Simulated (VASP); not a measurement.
Write the native input for VASP 6.6.1 that does the following.

* Task: single point
* Functional: LDA
* Potentials or basis: VASP PAW LDA potentials, release 64 (C)
* Cutoff: 520 eV
* k mesh: 11 × 11 × 11
* Occupations: fermi-dirac, width 0.05 eV
* Spin: no spin polarisation
* Dipole correction: no
* Further INCAR settings: ALGO = Normal; EDIFF = 1e-06; NBANDS = 11

The structure of C lies in POSCAR:

```
C
1.0
    1.2280287114      0.7090027071      3.3470114498
   -1.2280287114      0.7090027071      3.3470114498
    0.0000000000     -1.4180054142      3.3470114498
C
2
Direct
    0.8333868513      0.8333868513      0.8333868513
    0.1666131139      0.1666131139      0.1666131139
```

The input as run:

INCAR

```
SYSTEM = C
ALGO = Normal ; EDIFF = 1E-6
ENCUT = 520 ; ISIF = 2
ISMEAR = -1 ; LASPH = .TRUE.
LCHARG = .FALSE. ; LREAL = .FALSE.
LWAVE = .FALSE. ; NBANDS = 11
NELM = 100 ; PREC = Accurate
SIGMA = 0.05
```

KPOINTS

```
k-points
0
G
  11 11 11
  0 0 0
```

Potentials or basis: VASP PAW LDA potentials, release 64 (C).

Launch:

```bash
$ cat potpaw_LDA.64/C/POTCAR > POTCAR
$ mpirun -np 1 vasp_std > vasp.out
```

It gave:

| Property | Result |
| --- | --- |
| Pressure | -3.1 GPa |
| Band gap on the k mesh | 1.04 eV, direct |

Wall time 24 s on 1 thread of Intel(R) Xeon(R) Platinum 8488C (Sapphire Rapids), on a shared host, peak memory 0.14 GiB.
